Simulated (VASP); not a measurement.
# Cr: single point with PBE

Cr:

```
Cr
1.0
    -1.42389    1.42389    1.42389
     1.42389   -1.42389    1.42389
     1.42389    1.42389   -1.42389
Cr
1
Cartesian
  0.0000 0.0000 0.0000
```

```
Program                : VASP 6.6.1
Task                   : single point
Functional             : PBE
Potentials or basis    : VASP PAW PBE potentials, release 64 (Cr_sv)
Cutoff                 : 700 eV
k mesh                 : 20 × 20 × 20
Occupations            : gaussian, width 0.1 eV
Spin                   : no spin polarisation
Dipole correction      : no
Further INCAR settings : ALGO = Normal; EDIFF = 1e-06; NBANDS = 13
```

The pressure is -1.1 GPa and the band gap on the k mesh is zero (bands 7 and 8 overlap by 3.37 eV).

Levels at points of the mesh, in eV from the Fermi level:
| k point | band 4 | band 5 | band 6 | band 7 | band 8 | band 9 | band 10 | band 11 |
| --- | --- | --- | --- | --- | --- | --- | --- | --- |
| (0.00, 0.00, 0.00) | -42.70 | -7.92 | -0.93 | -0.93 | -0.93 | 1.14 | 1.14 | 22.35 |
| (0.50, 0.00, 0.00) | -42.71 | -4.48 | -2.48 | 1.04 | 1.14 | 1.48 | 2.84 | 9.87 |
| (0.50, 0.50, 0.50) | -43.34 | -4.35 | -4.35 | 2.45 | 2.45 | 2.45 | 10.55 | 10.55 |

It took 34 s on 1 thread of Intel(R) Xeon(R) Platinum 8259CL CPU @ 2.50GHz (Skylake/Cascade Lake) (shared host), peak memory 0.18 GiB.

Caveat: the run has no spin polarisation, though such a crystal can be magnetic. Spin polarisation is off, so any magnetic state and its effect on volume and gap are missing.
